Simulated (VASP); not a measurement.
# AgI (P6_3mc) in VASP: further runs

Runs on AgI. Level: PBEsol. Tasks: single point.

Everything below comes from runs of VASP 6.6.1. Logs are shortened: lines on timing, memory, paths and dates and some standing lists are left out, and cuts for length are marked.

### 1 The cell of the first run

The structure is hexagonal, space group P6_3mc (No. 186). The conventional cell has a = 4.605 Å, b = 4.605 Å, c = 7.367 Å, α = 90.00°, β = 90.00°, γ = 120.00°. Ag (site symmetry 3m) has 4 I at 2.80 Å within 3.7 Å. I (site symmetry 3m) has 4 Ag at 2.80 Å within 3.7 Å.

### 2 Single point, PBEsol, non-collinear spin, zero start, spin-orbit coupling (film at in-plane strain +0.01)

The input, INCAR:

```
PREC = Accurate ; ENCUT = 500
EDIFF = 1E-6 ; ISMEAR = 0
SIGMA = 0.01 ; LREAL = False
LASPH = True ; NELM = 200
ALGO = Normal ; ISIF = 2
LWAVE = False ; LCHARG = False
MAGMOM = 0 0 0 0 0 0 0 0 0 0 0 0 ; LORBIT = 11
LSORBIT = True ; GGA_COMPAT = False
LORBMOM = True ; LMAXMIX = 4
GGA = PS ; NBANDS = 50
```

The input, KPOINTS:

```
Automatic mesh
0
Gamma
  6 6 4
```

The input, POSCAR:

```
AgI
1.0
    4.6046852616      0.0000000000      0.0000000000
   -2.3023426308      3.9877744130      0.0000000000
    0.0000000000      0.0000000000      7.3672238887
Ag I
2 2
Direct
    0.6666666667      0.3333333333      0.6246392369
    0.3333333333      0.6666666667      0.1246392369
    0.6666666667      0.3333333333      0.0053607631
    0.3333333333      0.6666666667      0.5053607631
```

Potentials or basis: VASP PAW PBE potentials, release 64 (Ag, I).

Command:

```bash
> cat potpaw_PBE.64/Ag/POTCAR potpaw_PBE.64/I/POTCAR > POTCAR
> mpirun -np 1 vasp_ncl > vasp.out
```

OUTCAR:

```text
PREC = Accurate
   ENCUT = 500
   EDIFF = 1E-6
   ISMEAR = 0
   LREAL = False
   LASPH = True
   NELM = 200
   ISIF = 2
   LORBIT = 11
   LSORBIT = True
   GGA = PS

 ion  position               nearest neighbor table
   1  0.667  0.333  0.625-   4 2.80   4 2.80   4 2.80   3 2.80
   2  0.333  0.667  0.125-   3 2.80   3 2.80   3 2.80   4 2.80
   3  0.667  0.333  0.005-   2 2.80   2 2.80   2 2.80   1 2.80
   4  0.333  0.667  0.505-   1 2.80   1 2.80   1 2.80   2 2.80

  LATTYP: Found a hexagonal cell.
 ALAT       =     4.6046852616
 C/A-ratio  =     1.5999408147

  Lattice vectors:

 A1 = (   4.6046852616,   0.0000000000,   0.0000000000)
 A2 = (  -2.3023426308,   3.9877744130,   0.0000000000)
 A3 = (   0.0000000000,   0.0000000000,   7.3672238887)

Analysis of symmetry for initial positions (statically):
=====================================================================
 Subroutine PRICEL returns:
 Original cell was already a primitive cell.

 Routine SETGRP: Setting up the symmetry group for a
 hexagonal supercell.

 Subroutine GETGRP returns: Found 12 space group operations
 (whereof  6 operations were pure point group operations)
 out of a pool of 24 trial point group operations.

The static configuration has the point symmetry C_3v.
 The point group associated with its full space group is C_6v.

Analysis of symmetry for dynamics (positions and initial velocities):
=====================================================================
 Subroutine PRICEL returns:
 Original cell was already a primitive cell.

 Routine SETGRP: Setting up the symmetry group for a
 hexagonal supercell.

 Subroutine GETGRP returns: Found 12 space group operations
 (whereof  6 operations were pure point group operations)
 out of a pool of 24 trial point group operations.

The dynamic configuration has the point symmetry C_3v.
 The point group associated with its full space group is C_6v.

Analysis of structural, dynamic, and magnetic symmetry:
=====================================================================
 Subroutine PRICEL returns:
 Original cell was already a primitive cell.

 Routine SETGRP: Setting up the symmetry group for a
 hexagonal supercell.

 Subroutine GETGRP returns: Found 12 space group operations
 (whereof  6 operations were pure point group operations)
 out of a pool of 24 trial point group operations.

The overall configuration has the point symmetry C_3v.
 The point group associated with its full space group is C_6v.

 Subroutine INISYM returns: Found 12 space group operations
 (whereof  6 operations are pure point group operations),
 and found     1 'primitive' translations

----------------------------------------------------------------------------------------

                                     Primitive cell

  volume of cell :     135.2803

  direct lattice vectors                    reciprocal lattice vectors
     4.604685262  0.000000000  0.000000000     0.217170109  0.125383221  0.000000000
    -2.302342631  3.987774413  0.000000000     0.000000000  0.250766442  0.000000000
     0.000000000  0.000000000  7.367223889     0.000000000  0.000000000  0.135736339

  length of vectors
     4.604685262  4.604685262  7.367223889     0.250766442  0.250766442  0.135736339

  position of ions in fractional coordinates (direct lattice)
     0.666666667  0.333333333  0.624639237
     0.333333333  0.666666667  0.124639237
     0.666666667  0.333333333  0.005360763
     0.333333333  0.666666667  0.505360763

  ion indices of the primitive-cell ions
   primitive index   ion index
                 1           1
                 2           2
                 3           3
                 4           4

[... 116 lines left out ...]

 Free energy of the ion-electron system (eV)
  ---------------------------------------------------
  ext. energy  EPLUGINS =         0.00000000
  ---------------------------------------------------
  free energy    TOTEN  =       -11.21342504 eV

  energy without entropy =      -11.21342504  energy(sigma->0) =      -11.21342504

 E-fermi :   3.4453     XC(G=0):  -8.6883

 val. band max:        3.3586981216   @ k =   0.0000   0.0000   0.0000
 cond. band min:       4.3851879079   @ k =   0.0000   0.0000   0.0000
 fundamental gap:      1.0264897863
 Fermi energy:         3.4452662627

 k-point     1 :       0.0000    0.0000    0.0000
  band No.  band energies     occupation
      1      -9.7668      1.00000
      2      -9.7668      1.00000
      3      -9.4452      1.00000
      4      -9.4452      1.00000
      5      -1.3094      1.00000
      6      -1.3094      1.00000
[... 1213 lines left out ...]
     47       9.8438      0.00000
     48       9.8438      0.00000

 [... further k-points ...]

 [bands above 48 left out]

------------------------ aborting loop because EDIFF is reached ----------------------------------------

  FORCE on cell =-STRESS in cart. coord.  units (eV):
  Direction    XX          YY          ZZ          XY          YZ          ZX
  --------------------------------------------------------------------------------------
  -------------------------------------------------------------------------------------
  Total       -0.3542349     -0.3542349      0.0030702      0.0000000      0.0000000      0.0000000
  in kB       -4.1953434     -4.1953434      0.0363619      0.0000000      0.0000000      0.0000000
  external PRESSURE =      -2.7847749 kB  Pullay stress =       0.0000000 kB

 VOLUME and BASIS-vectors are now :
 -----------------------------------------------------------------------------
  energy-cutoff  :      500.00
  volume of cell :      135.28
      direct lattice vectors                 reciprocal lattice vectors
     4.604685262  0.000000000  0.000000000     0.217170109  0.125383221  0.000000000
    -2.302342631  3.987774413  0.000000000     0.000000000  0.250766442  0.000000000
     0.000000000  0.000000000  7.367223889     0.000000000  0.000000000  0.135736339

 POSITION                                       TOTAL-FORCE (eV/Angst)
 -----------------------------------------------------------------------------------
      2.30234      1.32926      4.60186        -0.000000      0.000000     -0.001836
     -0.00000      2.65852      0.91825         0.000000     -0.000000     -0.001836
      2.30234      1.32926      0.03949        -0.000000      0.000000      0.001836
     -0.00000      2.65852      3.72311         0.000000     -0.000000      0.001836
 -----------------------------------------------------------------------------------
    total drift:                               -0.000000      0.000000      0.000159

  FREE ENERGIE OF THE ION-ELECTRON SYSTEM (eV)
  ---------------------------------------------------
  free  energy   TOTEN  =       -11.2134250395 eV

  energy  without entropy=      -11.2134250395  energy(sigma->0) =      -11.21342504

 orbital moment (x)

 # of ion     p       d       tot
 ----------------------------------------
  1         0.000  -0.000  -0.000
  2        -0.000   0.000   0.000
  3        -0.000   0.000  -0.000
  4         0.000  -0.000  -0.000
 ----------------------------------------
           -0.000  -0.000  -0.000

 orbital moment (y)

 # of ion     p       d       tot
 ----------------------------------------
  1         0.000  -0.000  -0.000
  2        -0.000   0.000   0.000
  3         0.000   0.000   0.000
  4         0.000  -0.000  -0.000
 ----------------------------------------
            0.000  -0.000  -0.000

 orbital moment (z)

 # of ion     p       d       tot
 ----------------------------------------
  1         0.000  -0.000  -0.000
  2         0.000  -0.000  -0.000
  3         0.000   0.000   0.000
  4         0.000   0.000   0.000
 ----------------------------------------
            0.000  -0.000  -0.000

 Spin-Orbit-Coupling matrix elements

 Ion:    1  E_soc:     -0.0468183
 l=   1
     0.0000000    -0.0020320    -0.0020894
    -0.0020320     0.0000000    -0.0020320
    -0.0020894    -0.0020320     0.0000000
 l=   2
     0.0000000    -0.0011440     0.0000000    -0.0011440    -0.0046321
    -0.0011440     0.0000000    -0.0034640    -0.0011196    -0.0011440
     0.0000000    -0.0034640     0.0000000    -0.0034640     0.0000000
    -0.0011440    -0.0011196    -0.0034640     0.0000000    -0.0011440
    -0.0046321    -0.0011440     0.0000000    -0.0011440     0.0000000
 l=   3
     0.0000000     0.0000000     0.0000000     0.0000000     0.0000000     0.0000000     0.0000000
     0.0000000     0.0000000     0.0000000     0.0000000     0.0000000     0.0000000     0.0000000
     0.0000000     0.0000000     0.0000000     0.0000000     0.0000000     0.0000000     0.0000000
     0.0000000     0.0000000     0.0000000     0.0000000     0.0000000     0.0000000     0.0000000
[... 49 lines left out ...]
 l=   2
     0.0000000    -0.0000186     0.0000000    -0.0000186    -0.0001076
    -0.0000186     0.0000000    -0.0000788    -0.0000113    -0.0000186
     0.0000000    -0.0000788     0.0000000    -0.0000788     0.0000000
    -0.0000186    -0.0000113    -0.0000788     0.0000000    -0.0000186
    -0.0001076    -0.0000186     0.0000000    -0.0000186     0.0000000
 l=   3
     0.0000000     0.0000000     0.0000000     0.0000000     0.0000000     0.0000000     0.0000000
     0.0000000     0.0000000     0.0000000     0.0000000     0.0000000     0.0000000     0.0000000
     0.0000000     0.0000000     0.0000000     0.0000000     0.0000000     0.0000000     0.0000000
     0.0000000     0.0000000     0.0000000     0.0000000     0.0000000     0.0000000     0.0000000
     0.0000000     0.0000000     0.0000000     0.0000000     0.0000000     0.0000000     0.0000000
     0.0000000     0.0000000     0.0000000     0.0000000     0.0000000     0.0000000     0.0000000
     0.0000000     0.0000000     0.0000000     0.0000000     0.0000000     0.0000000     0.0000000

 total charge

# of ion       s       p       d       tot
------------------------------------------
    1        0.312   0.235   9.285   9.832
    2        0.312   0.235   9.285   9.832
    3        1.497   2.741   0.037   4.275
    4        1.497   2.741   0.037   4.275
--------------------------------------------------
tot          3.617   5.951  18.645  28.213

 magnetization (x)

# of ion       s       p       d       tot
------------------------------------------
    1        0.000  -0.000   0.000  -0.000
    2       -0.000   0.000   0.000   0.000
    3       -0.000  -0.000   0.000  -0.000
    4        0.000   0.000  -0.000   0.000
--------------------------------------------------
tot          0.000  -0.000   0.000   0.000

 magnetization (y)

# of ion       s       p       d       tot
------------------------------------------
    1       -0.000   0.000   0.000  -0.000
    2        0.000   0.000   0.000   0.000
    3       -0.000   0.000   0.000  -0.000
    4        0.000   0.000   0.000   0.000
--------------------------------------------------
tot         -0.000   0.000   0.000  -0.000

 magnetization (z)

# of ion       s       p       d       tot
------------------------------------------
    1       -0.000   0.000   0.000  -0.000
    2       -0.000   0.000   0.000  -0.000
    3        0.000   0.000  -0.000   0.000
    4        0.000   0.000  -0.000   0.000
--------------------------------------------------
tot         -0.000   0.000  -0.000  -0.000
```

Wall time 6 min (1 thread of Oxide Virtual Turin-like, shared host); peak memory 0.62 GiB.

Results:

```
Free energy                                           : -11.2134 eV
Pressure                                              : -0.3 GPa
Net moment                                            : 0.00 μB per cell
Valence electrons inside the program's atomic spheres : Ag 9.83; I 4.28
```

Moments on the atoms (μB; x, y, z):
```
Ag  0.00 0.00 0.00
Ag  0.00 0.00 0.00
I   0.00 0.00 0.00
I   0.00 0.00 0.00
```

Caveat: the cell differs from its parent crystal (film at in-plane strain +0.01); the PAW data sets were made with another functional, which shifts forces and pressure a little.

### 3 Single point, PBEsol, non-collinear spin, zero start, spin-orbit coupling (film at in-plane strain +0.02)

The input, INCAR:

```
SYSTEM = AgI
ALGO = Normal ; EDIFF = 1E-6
ENCUT = 500 ; GGA = PS
GGA_COMPAT = .False. ; ISIF = 2
ISMEAR = 0 ; LASPH = .True.
LCHARG = .False. ; LMAXMIX = 4
LNONCOLLINEAR = .True. ; LORBIT = 11
LORBMOM = .True. ; LREAL = .False.
LSORBIT = .True. ; LWAVE = .False.
MAGMOM = 0 0 0 0 0 0 0 0 0 0 0 0 ; NBANDS = 50
NELM = 200 ; PREC = Accurate
SIGMA = 0.01
```

The input, KPOINTS:

```
k-points
0
Gamma
  6 6 4
  0 0 0
```

The input, POSCAR:

```
AgI
1.0
    4.6502762048      0.0000000000      0.0000000000
   -2.3251381024      4.0272573280      0.0000000000
    0.0000000000      0.0000000000      7.2829444724
Ag I
2 2
Direct
    0.6666666667      0.3333333333      0.6216603993
    0.3333333333      0.6666666667      0.1216603993
    0.6666666667      0.3333333333      0.0083396007
    0.3333333333      0.6666666667      0.5083396007
```

Potentials or basis: VASP PAW PBE potentials, release 64 (Ag, I).

Command:

```bash
> cat potpaw_PBE.64/Ag/POTCAR potpaw_PBE.64/I/POTCAR > POTCAR
> mpirun -np 1 vasp_ncl > vasp.out
```

Run time: 10 min. Hardware: 1 thread of Oxide Virtual Turin-like, shared host; peak memory 0.63 GiB.

It converged, with:

```
Free energy                                           : -11.2031 eV
Pressure                                              : -0.6 GPa
Net moment                                            : 0.00 μB per cell
Valence electrons inside the program's atomic spheres : Ag 9.82; I 4.27
```

Stress tensor (GPa, compression positive):
```
-0.84  0.00  0.00
 0.00 -0.84  0.00
 0.00  0.00 -0.01
```

Moments on the atoms (μB; x, y, z):
```
Ag  0.00 0.00 0.00
Ag  0.00 0.00 0.00
I   0.00 0.00 0.00
I   0.00 0.00 0.00
```

Caveat: the cell differs from its parent crystal (film at in-plane strain +0.02); the PAW data sets were made with another functional, which shifts forces and pressure a little.

(Continued in part 2 of 2.)
